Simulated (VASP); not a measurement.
**Zr12H (a cell with a defect): single point with PBE**

Zr12H (a cell with a defect):

```xyz
13
Lattice="6.4600 0.0000 0.0000 -4.8450 8.3918 0.0000 0.0000 0.0000 5.1454" Properties=species:S:1:pos:R:3 pbc="T T T"
Zr    0.0264    0.0276   -0.0101
Zr    0.0303    1.8882    2.6808
Zr   -1.6094    2.7785    0.0595
Zr   -1.6273    4.6341    2.5432
Zr   -3.2304    5.5812   -0.0193
Zr   -3.2337    7.4561    2.5810
Zr    3.2039    0.0241   -0.0601
Zr    3.2315    1.8573    2.6149
Zr    1.6335    2.8056    0.0780
Zr    1.6324    4.6499    2.5430
Zr    0.0006    5.5349   -0.1128
Zr    0.0048    7.4604    2.5806
H    -0.0049    7.4359    5.7196
```

* Program: VASP 6.6.1
* Task: single point
* Functional: PBE
* Potentials or basis: VASP PAW PBE potentials, release 64 (Zr_sv, H)
* Cutoff: 520 eV
* k mesh: 3 × 2 × 3
* Occupations: gaussian, width 0.05 eV
* Spin: no spin polarisation
* Dipole correction: no
* Further INCAR settings: ALGO = Normal; EDIFF = 1e-07; NBANDS = 84

```
Pressure               : 2.2 GPa
Largest force          : 0.019 eV/Å
Band gap on the k mesh : zero (an odd number of electrons rules out a gap without spin polarisation)
```

Forces in eV/Å, atoms in the order of the input:
```
Zr  -0.008  0.009  0.001
Zr  -0.001  0.003 -0.009
Zr   0.017 -0.003  0.008
Zr   0.003  0.006  0.000
Zr   0.006  0.014  0.007
Zr   0.013 -0.002  0.002
Zr  -0.012 -0.009 -0.008
Zr   0.001 -0.002 -0.002
Zr  -0.002  0.004  0.008
Zr  -0.002 -0.016 -0.001
Zr  -0.009 -0.005 -0.011
Zr  -0.008 -0.001 -0.002
H    0.002  0.002  0.008
```

Stress tensor (GPa, compression positive):
```
 2.06  0.09 -0.09
 0.09  1.95  0.04
-0.09  0.04  2.45
```

Levels at points of the mesh, in eV from the Fermi level:
| k point | band 70 | band 71 | band 72 | band 73 | band 74 | band 75 |
| --- | --- | --- | --- | --- | --- | --- |
| (0.00, 0.00, 0.00) | -0.24 | 0.12 | 0.22 | 0.49 | 0.54 | 0.74 |
| (0.00, 0.50, 0.00) | -0.15 | -0.06 | 0.07 | 0.17 | 0.24 | 0.50 |

Wall time 10 min on 1 thread of Oxide Virtual Turin-like Processor, with other jobs on the host, peak memory 0.39 GiB.

Caveat: the k points lie up to 0.41 Å⁻¹ apart, too coarse for converged energies and pressures of a metal.
